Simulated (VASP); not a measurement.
A run of VASP 6.6.1:

Contents of POSCAR:

```
KCl
1.0
    3.7708086043      0.0000000000      0.0000000000
    0.0000000000      3.7708086043      0.0000000000
    0.0000000000      0.0000000000      3.7708086043
K Cl
1 1
Direct
    0.0000000000      0.0000000000      0.0000000000
    0.5000000000      0.5000000000      0.5000000000
```

Contents of INCAR.step1:

```
SYSTEM = KCl
PREC = Accurate
ENCUT = 520
EDIFF = 1E-5
ISMEAR = 0
SIGMA = 0.01
LREAL = .False.
LASPH = .True.
NELM = 80
ALGO = Normal
ISIF = 2
LWAVE = .True.
GGA = PE
NBANDS = 15
```

Contents of INCAR.step2:

```
SYSTEM = KCl
PREC = Accurate
ENCUT = 520
EDIFF = 1E-6
ISMEAR = 0
SIGMA = 0.01
LREAL = .False.
LASPH = .True.
NELM = 80
ALGO = Normal
ISIF = 2
LWAVE = .False.
LCHARG = .True.
GGA = PE
LHFCALC = .True.
HFSCREEN = 0.2079
PRECFOCK = Normal
LELF = .True.
LVHAR = .True.
ISTART = 1
NBANDS = 15
```

The input KPOINTS:

```
Automatic mesh
0
Gamma
  4 4 4
  0 0 0
```

Potentials or basis: VASP PAW PBE potentials, release 64 (K_sv, Cl).

Command:

```console
$ cat potpaw_PBE.64/K_sv/POTCAR potpaw_PBE.64/Cl/POTCAR > POTCAR
$ cp INCAR.step1 INCAR
$ mpirun -np 1 vasp_std > vasp.out
$ cp INCAR.step2 INCAR
$ mpirun -np 1 vasp_std > vasp.out
```

Hardware: 1 thread of Intel(R) Xeon(R) Platinum 8375C CPU @ 2.90GHz (Ice Lake), on a shared host.

How long does it take, and how much memory?

Wall time 4.1 min on 1 thread of Intel(R) Xeon(R) Platinum 8375C CPU @ 2.90GHz (Ice Lake), on a shared host, peak memory 0.26 GiB. Counts: k points 10.
